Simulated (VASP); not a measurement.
Runs of VASP 6.6.1 on InP. The structure is that of space group I-4m2 (No. 119), or close to it. The cells are those of the table. 

```tsv
task	cell	k mesh	gap on the mesh (eV)	pressure (GPa)
single point	a = 4.171, b = 4.171, c = 4.303 Å, angles 58.9, 58.9, 62.1°, 2 atoms	8 × 8 × 8	(b)	-1.8
dielectric tensor	a = 4.173, b = 4.173, c = 4.261 Å, angles 59.3, 59.3, 61.4°, 2 atoms	6 × 6 × 6	0.79	-
single point	a = 4.169, b = 4.169, c = 4.344 Å, angles 58.6, 58.6, 62.8°, 2 atoms	8 × 8 × 8	(a)	-2.3
single point	a = 4.173, b = 4.173, c = 4.261 Å, angles 59.3, 59.3, 61.4°, 2 atoms	8 × 8 × 8	0.80	-1.3
```

Alike in all rows: no spin polarisation; smearing gaussian 0.01 eV.

**Question.** Estimate the missing entries.

**Answer.** (a) 0.58; (b) 0.68.

Caveats: semilocal functionals underestimate gaps, and a narrow one can read as zero; the PAW data sets were made with another functional, which shifts forces and pressure a little; spin-orbit coupling is left out, which moves the levels of the heavy elements.

A k mesh can miss the band edges, and the runs leave out spin-orbit coupling on In.
